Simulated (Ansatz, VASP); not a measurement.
One calculation of S, two programs

```
S
1.0
    -1.40625    1.40625    1.40625
     1.40625   -1.40625    1.40625
     1.40625    1.40625   -1.40625
S
1
Direct
  0.00000 0.00000 0.00000
```

Alike in both runs: task relaxation of cell and atoms; functional PBE; k mesh 20 × 20 × 20; occupations fermi-dirac, width 0.03 eV; no spin polarisation.

```csv
,VASP,Ansatz
version,VASP 6.6.1,Ansatz 0.2.0
potentials or method,"VASP PAW PBE potentials, release 64 (S)","PAW with Ansatz's default frozen-core files, scalar-relativistic"
plane-wave cutoff (eV),600,420
valence electrons in the cell,6,6
```

|  | VASP | Ansatz | Ansatz less VASP |
| --- | --- | --- | --- |
| relaxed volume (Å³/atom) | 15.76 | 15.79 | +0.031 |
| relaxed cell length with the largest relative difference (Å) | 2.736 | 2.738 | +0.0018 |

Noted on VASP's run: the volume moved by over 15 % at a fixed basis, so the end points are rough.
